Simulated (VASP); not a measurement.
Input of a VASP 6.6.1 run:

Contents of INCAR:

```
PREC     = Accurate       # precision mode
ENCUT    = 520            # plane-wave cutoff, eV
EDIFF    = 1E-7           # SCF threshold, eV
ISMEAR   = 0              # smearing method
SIGMA    = 0.02           # smearing width, eV
LREAL    = F              # projectors in reciprocal space
LASPH    = T              # aspherical terms in the spheres
NELM     = 100            # most SCF steps
ALGO     = Normal         # electronic algorithm
ISIF     = 2              # what is computed and relaxed
LWAVE    = F              # write WAVECAR
LCHARG   = F              # write CHGCAR
GGA      = PE             # functional
NBANDS   = 31             # bands
```

The input KPOINTS:

```
regular mesh
0
Gamma
  6 6 4
```

The input POSCAR:

```
HfO2
1.0
    3.5580190000      0.0000000000      0.0000000000
    0.0000000000      3.5580190000      0.0000000000
    0.0000000000      0.0000000000      5.3270168300
Hf O
2 4
Direct
    0.5000000000      0.5000000000      0.5000000000
    0.0000000000      0.0000000000      0.0000000000
    0.0000000000      0.5000000000      0.6972080000
    0.5000000000      0.0000000000      0.8027920000
    0.5000000000      0.0000000000      0.3027920000
    0.0000000000      0.5000000000      0.1972080000
```

Potentials or basis: VASP PAW PBE potentials, release 64 (Hf_pv, O).

Launch:

```console
$ cat potpaw_PBE.64/Hf_pv/POTCAR potpaw_PBE.64/O/POTCAR > POTCAR
$ mpirun -np 1 vasp_std > vasp.out
```

Predict the largest force.

0.187 eV/Å.

Predict the band gap on the k mesh.

4.57 eV (least direct gap 4.63 eV).

What does it give for the pressure?

-0.4 GPa.

Forces in eV/Å, atoms in the order of the input:
```
Hf   0.000  0.000  0.000
Hf   0.000  0.000  0.000
O    0.000  0.000 -0.187
O    0.000  0.000  0.187
O    0.000  0.000  0.187
O    0.000  0.000 -0.187
```

Caveat: spin-orbit coupling is left out, which moves the levels of the heavy elements. A k mesh can miss the band edges.
